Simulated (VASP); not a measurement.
# MoW14 (a cell with a defect) in VASP: further runs

The runs below take MoW14 (a cell with a defect) through single point, with PBE.

All numbers are computed with VASP 6.6.1; they aren't measurements. Logs are shortened: lines on timing, memory, paths and dates and some standing lists are left out, and cuts for length are marked.

## (1) The cell of the first run

The cell holds a defect, 15 atoms: a = 6.320 Å, b = 6.320 Å, c = 6.320 Å, α = 90.00°, β = 90.00°, γ = 90.00°.

## (2) Single point, PBE

Contents of INCAR:

```
PREC     = Accurate       # precision mode
ENCUT    = 520            # plane-wave cutoff, eV
EDIFF    = 1E-6           # SCF threshold, eV
ISMEAR   = 0              # smearing method
SIGMA    = 0.1            # smearing width, eV
LREAL    = Auto         
LASPH    = True           # aspherical terms in the spheres
NELM     = 80             # most SCF steps
ALGO     = Normal         # electronic algorithm
ISIF     = 2              # what is computed and relaxed
LWAVE    = False          # write WAVECAR
LCHARG   = True           # write CHGCAR
GGA      = PE             # functional
LELF     = True           # ELF
LVHAR    = True         
NBANDS   = 118            # bands
```

Contents of KPOINTS:

```
regular mesh
0
Gamma
  3 3 3
```

Contents of POSCAR:

```
MoW14
1.0
    6.3200000000      0.0000000000      0.0000000000
    0.0000000000      6.3200000000      0.0000000000
    0.0000000000      0.0000000000      6.3200000000
W Mo
14 1
Direct
    0.0042544304      0.0043110759      0.0043058544
    0.4998050633      0.0038800633      0.0038754747
    0.0038226266      0.4998650316      0.0038772152
    0.0038238924      0.0038825949      0.4998588608
    0.5029169304      0.5029753165     -0.0043012658
    0.5029178797     -0.0042966772      0.5029710443
    0.7557938291      0.2455028481      0.2454971519
   -0.0043566456      0.5029756329      0.5029699367
    0.2454455696      0.7558518987      0.2454992089
    0.2454447785      0.2455044304      0.7558482595
    0.7482963608      0.7483561709      0.2499329114
    0.7482966772      0.2499379747      0.7483509494
    0.2498792722      0.7483541139      0.7483490506
    0.7469824367      0.7470414557      0.7470356013
    0.4527651899      0.4528229430      0.4528197785
```

Potentials or basis: VASP PAW PBE potentials, release 64 (W_sv, Mo_sv).

The run is started by

```sh
> cat potpaw_PBE.64/W_sv/POTCAR potpaw_PBE.64/Mo_sv/POTCAR > POTCAR
> mpirun -np 1 vasp_std > vasp.out
```

OUTCAR:

```text
PREC = Accurate
   ENCUT = 520
   EDIFF = 1E-6
   ISMEAR = 0
   LREAL = Auto
   LASPH = True
   NELM = 80
   ISIF = 2
   GGA = PE

 ion  position               nearest neighbor table
   1  0.004  0.004  0.004-  10 2.67   9 2.67   7 2.67  13 2.76  12 2.76  11 2.76  14 2.82   2 3.13
                             4 3.13   3 3.13   3 3.19   4 3.19   2 3.19
   2  0.500  0.004  0.004-   7 2.70   9 2.72  10 2.72  11 2.74  12 2.74  14 2.78  13 2.78   1 3.13
                             5 3.15   6 3.15   6 3.17   5 3.17   1 3.19
   3  0.004  0.500  0.004-   9 2.70   7 2.72  10 2.72  11 2.74  13 2.74  14 2.78  12 2.78   1 3.13
                             8 3.15   5 3.15   5 3.17   8 3.17   1 3.19
   4  0.004  0.004  0.500-  10 2.70   9 2.72   7 2.72  13 2.74  12 2.74  14 2.78  11 2.78   1 3.13
                             8 3.15   6 3.15   6 3.17   8 3.17   1 3.19
   5  0.503  0.503  0.996-  14 2.69  11 2.72  12 2.72  13 2.72  10 2.76   7 2.77   9 2.77  15 2.92
                             3 3.15   2 3.15   2 3.17   3 3.17  15 3.46
   6  0.503  0.996  0.503-  14 2.69  12 2.72  11 2.72  13 2.72   9 2.76   7 2.77  10 2.77  15 2.92
                             4 3.15   2 3.15   2 3.17   4 3.17  15 3.46
   7  0.756  0.246  0.245-  15 2.66   1 2.67   2 2.70   3 2.72   4 2.72   8 2.76   5 2.77   6 2.77
                            12 3.14  11 3.14  11 3.18  12 3.18
   8  0.996  0.503  0.503-  14 2.69  13 2.72  11 2.72  12 2.72   7 2.76   9 2.77  10 2.77  15 2.92
                             3 3.15   4 3.15   4 3.17   3 3.17  15 3.46
   9  0.245  0.756  0.245-  15 2.66   1 2.67   3 2.70   2 2.72   4 2.72   6 2.76   5 2.77   8 2.77
                            11 3.14  13 3.14  13 3.18  11 3.18
  10  0.245  0.246  0.756-  15 2.66   1 2.67   4 2.70   3 2.72   2 2.72   5 2.76   8 2.77   6 2.77
                            12 3.14  13 3.14  13 3.18  12 3.18
  11  0.748  0.748  0.250-   5 2.72   6 2.72   8 2.72   2 2.74   3 2.74   1 2.76   4 2.78  15 2.94
                            14 3.14   7 3.14   9 3.14  14 3.18   9 3.18   7 3.18
  12  0.748  0.250  0.748-   6 2.72   5 2.72   8 2.72   2 2.74   4 2.74   1 2.76   3 2.78  15 2.94
                            14 3.14   7 3.14  10 3.14  14 3.18  10 3.18   7 3.18
  13  0.250  0.748  0.748-   8 2.72   6 2.72   5 2.72   3 2.74   4 2.74   1 2.76   2 2.78  15 2.94
                            14 3.14   9 3.14  10 3.14  14 3.18  10 3.18   9 3.18
  14  0.747  0.747  0.747-   6 2.69   8 2.69   5 2.69   2 2.78   3 2.78   4 2.78   1 2.82  11 3.14
                            13 3.14  12 3.14  12 3.18  13 3.18  11 3.18  15 3.22
  15  0.453  0.453  0.453-  10 2.66   9 2.66   7 2.66   6 2.92   5 2.92   8 2.92  13 2.94  12 2.94
                            11 2.94  14 3.22   8 3.46   5 3.46   6 3.46

  LATTYP: Found a simple cubic cell.
 ALAT       =     6.3200000000

  Lattice vectors:

 A1 = (   6.3200000000,   0.0000000000,   0.0000000000)
 A2 = (   0.0000000000,   6.3200000000,   0.0000000000)
 A3 = (   0.0000000000,   0.0000000000,   6.3200000000)

Analysis of symmetry for initial positions (statically):
=====================================================================
 Subroutine PRICEL returns:
 Original cell was already a primitive cell.
[... 159 lines left out ...]
   IVDW    =     0    specifies the selected vdW correction
   LEPSILON=     F    determine dielectric tensor
   LRPA    =     F    only Hartree local field effects (RPA)
 non-spin polarized calculation
 Gauss-broadening in eV      SIGMA  =   0.10
  energy-cutoff  :      520.00
  volume of cell :      252.44
 maximum number of plane-waves:      6859
   NGX = 23   NGY = 23   NGZ = 23

 number of electron     210.0000012 magnetization

 Free energy of the ion-electron system (eV)
  ---------------------------------------------------
  ext. energy  EPLUGINS =         0.00000000
  ---------------------------------------------------
  free energy    TOTEN  =      -188.26515698 eV

  energy without entropy =     -188.23026444  energy(sigma->0) =     -188.24771071

 E-fermi :  10.3069     XC(G=0): -13.2030

 val. band max:       10.3042879303   @ k =   0.0000   0.0000   0.0000
 cond. band min:      10.4272722832   @ k =   0.3333   0.0000   0.0000
 fundamental gap:      0.1229843528
 Fermi energy:        10.3069471555

 k-point     1 :       0.0000    0.0000    0.0000
  band No.  band energies     occupation
      1     -63.5722      2.00000
      2     -63.5055      2.00000
      3     -63.5054      2.00000
      4     -63.4948      2.00000
      5     -63.4947      2.00000
      6     -63.4710      2.00000
[... 709 lines left out ...]
    116      12.5404      0.00000
    117      12.5992      0.00000
 [bands above 117 left out]

------------------------ aborting loop because EDIFF is reached ----------------------------------------

  FORCE on cell =-STRESS in cart. coord.  units (eV):
  Direction    XX          YY          ZZ          XY          YZ          ZX
  --------------------------------------------------------------------------------------
  -------------------------------------------------------------------------------------
  Total       -0.2647800     -0.2647800     -0.2647800     -2.3663346     -2.3663346     -2.3663346
  in kB       -1.6805231     -1.6805231     -1.6805231    -15.0188094    -15.0188094    -15.0188094
  external PRESSURE =      -1.6805231 kB  Pullay stress =       0.0000000 kB

 VOLUME and BASIS-vectors are now :
 -----------------------------------------------------------------------------
  energy-cutoff  :      520.00
  volume of cell :      252.44
      direct lattice vectors                 reciprocal lattice vectors
     6.320000000  0.000000000  0.000000000     0.158227848  0.000000000  0.000000000
     0.000000000  6.320000000  0.000000000     0.000000000  0.158227848  0.000000000
     0.000000000  0.000000000  6.320000000     0.000000000  0.000000000  0.158227848

 POSITION                                       TOTAL-FORCE (eV/Angst)
 -----------------------------------------------------------------------------------
      0.02689      0.02725      0.02721         0.014641      0.014641      0.014641
      3.15877      0.02452      0.02449        -0.057148     -0.131267     -0.131267
      0.02416      3.15915      0.02450        -0.131267     -0.057148     -0.131267
      0.02417      0.02454      3.15911        -0.131267     -0.131267     -0.057148
      3.17844      3.17880      6.29282        -0.087455     -0.087455     -0.073693
      3.17844      6.29285      3.17878        -0.087455     -0.073693     -0.087455
      4.77662      1.55158      1.55154        -0.192218     -0.065304     -0.065304
      6.29247      3.17881      3.17877        -0.073693     -0.087455     -0.087455
      1.55122      4.77698      1.55156        -0.065304     -0.192218     -0.065304
      1.55121      1.55159      4.77696        -0.065304     -0.065304     -0.192218
      4.72923      4.72961      1.57958        -0.083889     -0.083889     -0.084118
      4.72923      1.57961      4.72958        -0.083889     -0.084118     -0.083889
      1.57924      4.72960      4.72957        -0.084118     -0.083889     -0.083889
      4.72093      4.72130      4.72127        -0.048666     -0.048666     -0.048666
      2.86148      2.86184      2.86182         1.177030      1.177030      1.177030
 -----------------------------------------------------------------------------------
    total drift:                               -0.060452     -0.088763      0.157494

  FREE ENERGIE OF THE ION-ELECTRON SYSTEM (eV)
  ---------------------------------------------------
  free  energy   TOTEN  =      -188.2651569793 eV

  energy  without entropy=     -188.2302644370  energy(sigma->0) =     -188.24771071
```

OSZICAR:

```text
N       E                     dE             d eps       ncg     rms          rms(c)
DAV:   1     0.323255921731E+04    0.32326E+04   -0.12025E+05  1424   0.208E+03
DAV:   2     0.792829684779E+02   -0.31533E+04   -0.31029E+04  1416   0.703E+02
DAV:   3    -0.181003941829E+03   -0.26029E+03   -0.24649E+03  1660   0.175E+02
DAV:   4    -0.196688427469E+03   -0.15684E+02   -0.14926E+02  1672   0.341E+01
DAV:   5    -0.197432419231E+03   -0.74399E+00   -0.73375E+00  1720   0.650E+00    0.754E+01
DAV:   6    -0.190475025497E+03    0.69574E+01   -0.16473E+01  1728   0.168E+01    0.302E+01
DAV:   7    -0.192242766123E+03   -0.17677E+01   -0.35970E+01  1752   0.207E+01    0.113E+01
DAV:   8    -0.188344950713E+03    0.38978E+01   -0.80935E+00  1670   0.888E+00    0.269E+00
DAV:   9    -0.188292059874E+03    0.52891E-01   -0.76394E-01  1744   0.419E+00    0.155E+00
DAV:  10    -0.188289360785E+03    0.26991E-02   -0.29228E-01  1762   0.199E+00    0.133E+00
DAV:  11    -0.188267960569E+03    0.21400E-01   -0.75961E-02  1768   0.126E+00    0.569E-01
DAV:  12    -0.188265195854E+03    0.27647E-02   -0.18618E-02  1786   0.632E-01    0.168E-01
DAV:  13    -0.188265197000E+03   -0.11460E-05   -0.18963E-03  1752   0.211E-01    0.822E-02
DAV:  14    -0.188265177902E+03    0.19099E-04   -0.25603E-04  1792   0.898E-02    0.485E-02
DAV:  15    -0.188265160367E+03    0.17535E-04   -0.72037E-05  1864   0.403E-02    0.111E-02
DAV:  16    -0.188265157842E+03    0.25254E-05   -0.15361E-05  1744   0.174E-02    0.386E-03
DAV:  17    -0.188265156979E+03    0.86222E-06   -0.13408E-06   984   0.761E-03
   1 F= -.18826516E+03 E0= -.18824771E+03  d E =-.348925E-01
```

stdout:

```text
POSCAR found type information on POSCAR W Mo
 POSCAR found :  2 types and      15 ions
 scaLAPACK will be used
 LDA part: xc-table for (Slater+PW92), standard interpolation
 POSCAR, INCAR and KPOINTS ok, starting setup
 FFT: planning ... GRIDC
 FFT: planning ... GRID_SOFT
 FFT: planning ... GRID
 WAVECAR not read
 entering main loop
```

It took 2.7 min on 1 thread of Intel Xeon 6975P-C (Granite Rapids), shared host; peak memory 0.38 GiB.

What came out:

```yaml
Free_energy: -188.2652 eV
Pressure: -0.2 GPa
Largest_force: 2.039 eV/Å
Band_gap_on_the_k_mesh: zero (band 105 reaches 10.43 eV, above the bottom of band 106 at 10.22 eV)
```

Forces in eV/Å, atoms in the order of the input:
```
W    0.015  0.015  0.015
W   -0.057 -0.131 -0.131
W   -0.131 -0.057 -0.131
W   -0.131 -0.131 -0.057
W   -0.087 -0.087 -0.074
W   -0.087 -0.074 -0.087
W   -0.192 -0.065 -0.065
W   -0.074 -0.087 -0.087
W   -0.065 -0.192 -0.065
W   -0.065 -0.065 -0.192
W   -0.084 -0.084 -0.084
W   -0.084 -0.084 -0.084
W   -0.084 -0.084 -0.084
W   -0.049 -0.049 -0.049
Mo   1.177  1.177  1.177
```

Levels at points of the mesh, in eV from the Fermi level:
| k point | band 101 | band 102 | band 103 | band 104 | band 105 | band 106 | band 107 | band 108 | band 109 | band 110 |
| --- | --- | --- | --- | --- | --- | --- | --- | --- | --- | --- |
| (0.00, 0.00, 0.00) | -0.16 | -0.16 | -0.02 | 0.00 | 0.00 | 0.84 | 0.84 | 1.12 | 1.18 | 1.18 |

Caveat: spin-orbit coupling is left out, which moves the levels of the heavy elements.

## (3) Single point, PBE

Contents of INCAR:

```
PREC = Accurate
ENCUT = 520
EDIFF = 1E-7
ISMEAR = 0
SIGMA = 0.1
LREAL = Auto
LASPH = True
NELM = 80
ALGO = Normal
ISIF = 2
LWAVE = False
LCHARG = False
GGA = PE
NBANDS = 118
```

Contents of KPOINTS:

```
Automatic mesh
0
Gamma
  3 3 3
```

Contents of POSCAR:

```
MoW14
1.0
    6.3200000000      0.0000000000      0.0000000000
    0.0000000000      6.3200000000      0.0000000000
    0.0000000000      0.0000000000      6.3200000000
W Mo
14 1
Direct
    0.0023150880      0.0023150880      0.0023150880
    0.4975109214      0.0026242441      0.0026242441
    0.0026242441      0.4975109214      0.0026242441
    0.0026242441      0.0026242441      0.4975109214
    0.4977216899      0.4977216899      0.0022005419
    0.4977216899      0.0022005419      0.4977216899
    0.7498392949      0.2502929935      0.2502929935
    0.0022005419      0.4977216899      0.4977216899
    0.2502929935      0.7498392949      0.2502929935
    0.2502929935      0.2502929935      0.7498392949
    0.7497793895      0.7497793895      0.2500367313
    0.7497793895      0.2500367313      0.7497793895
    0.2500367313      0.7497793895      0.7497793895
    0.7497125297      0.7497125297      0.7497125297
    0.4975482586      0.4975482586      0.4975482586
```

Potentials or basis: VASP PAW PBE potentials, release 64 (W_sv, Mo_sv).

The run is started by

```sh
> cat potpaw_PBE.64/W_sv/POTCAR potpaw_PBE.64/Mo_sv/POTCAR > POTCAR
> mpirun -np 1 vasp_std > vasp.out
```

Wall time 4.3 min (1 thread of AMD EPYC 7R13 (Zen 3), shared host); peak memory 0.36 GiB.

Results (log left out):

```
Free energy   : -188.8927 eV
Pressure      : -0.4 GPa
Largest force : 0.031 eV/Å
```

Forces on the atoms (eV/Å):
```
W    0.004  0.004  0.004
W   -0.017  0.018  0.018
W    0.018 -0.017  0.018
W    0.018  0.018 -0.017
W    0.000  0.000  0.000
W    0.000  0.000  0.000
W    0.000  0.004  0.004
W    0.000  0.000  0.000
W    0.004  0.000  0.004
W    0.004  0.004  0.000
W   -0.001 -0.001  0.001
W   -0.001  0.001 -0.001
W    0.001 -0.001 -0.001
W   -0.017 -0.017 -0.017
Mo  -0.012 -0.012 -0.012
```

Stress tensor (GPa, compression positive):
```
-0.39  0.05  0.05
 0.05 -0.39  0.05
 0.05  0.05 -0.39
```

Levels at points of the mesh, in eV from the Fermi level:
| k point | band 103 | band 104 | band 105 | band 106 | band 107 | band 108 |
| --- | --- | --- | --- | --- | --- | --- |
| (0.00, 0.00, 0.00) | -0.11 | -0.05 | -0.05 | 1.07 | 1.07 | 1.08 |

Caveat: spin-orbit coupling is left out, which moves the levels of the heavy elements.

## (4) Single point, PBE

Contents of INCAR:

```
  PREC = Accurate
  ENCUT = 520
  EDIFF = 1E-6
  ISMEAR = 0
  SIGMA = 0.1
  LREAL = Auto
  LASPH = T
  NELM = 100
  ALGO = Normal
  ISIF = 2
  LWAVE = F
  LCHARG = F
  GGA = PE
  NBANDS = 118
```

KPOINTS is that of step 3.

Contents of POSCAR:

```
MoW14
1.0
    6.3200000000      0.0000000000      0.0000000000
    0.0000000000      6.3200000000      0.0000000000
    0.0000000000      0.0000000000      6.3200000000
W Mo
14 1
Direct
    0.0023150316      0.0023150316      0.0023150316
    0.4975109177      0.0026242089      0.0026242089
    0.0026242089      0.4975109177      0.0026242089
    0.0026242089      0.0026242089      0.4975109177
    0.4977216772      0.4977216772      0.0022004747
    0.4977216772      0.0022004747      0.4977216772
    0.7498392405      0.2502930380      0.2502930380
    0.0022004747      0.4977216772      0.4977216772
    0.2502930380      0.7498392405      0.2502930380
    0.2502930380      0.2502930380      0.7498392405
    0.7497794304      0.7497794304      0.2500367089
    0.7497794304      0.2500367089      0.7497794304
    0.2500367089      0.7497794304      0.7497794304
    0.7497125000      0.7497125000      0.7497125000
    0.4975482595      0.4975482595      0.4975482595
```

The run is started by

```sh
> cat potpaw_PBE.64/W_sv/POTCAR potpaw_PBE.64/Mo_sv/POTCAR > POTCAR
> mpirun -np 1 vasp_std > vasp.out
```

Wall time 3.9 min (1 thread of AMD EPYC 7R13 (Zen 3), shared host); peak memory 0.36 GiB.

The run converged. Its results:

```yaml
Free_energy: -188.8927 eV
Pressure: -0.4 GPa
Largest_force: 0.031 eV/Å
```

Forces in eV/Å, atoms in the order of the input:
```
W    0.004  0.004  0.004
W   -0.017  0.018  0.018
W    0.018 -0.017  0.018
W    0.018  0.018 -0.017
W    0.000  0.000  0.001
W    0.000  0.001  0.000
W    0.000  0.004  0.004
W    0.001  0.000  0.000
W    0.004  0.000  0.004
W    0.004  0.004  0.000
W   -0.001 -0.001  0.001
W   -0.001  0.001 -0.001
W    0.001 -0.001 -0.001
W   -0.017 -0.017 -0.017
Mo  -0.012 -0.012 -0.012
```

Stress tensor (GPa, compression positive):
```
-0.38  0.05  0.05
 0.05 -0.38  0.05
 0.05  0.05 -0.38
```

Levels at points of the mesh, in eV from the Fermi level:
```csv
k point,band 102,band 103,band 104,band 105,band 106,band 107,band 108,band 109
"(0.00, 0.00, 0.00)",-0.12,-0.11,-0.05,-0.05,1.07,1.07,1.08,1.14
```

Caveat: spin-orbit coupling is left out, which moves the levels of the heavy elements.

(Continued in part 2 of 2.)
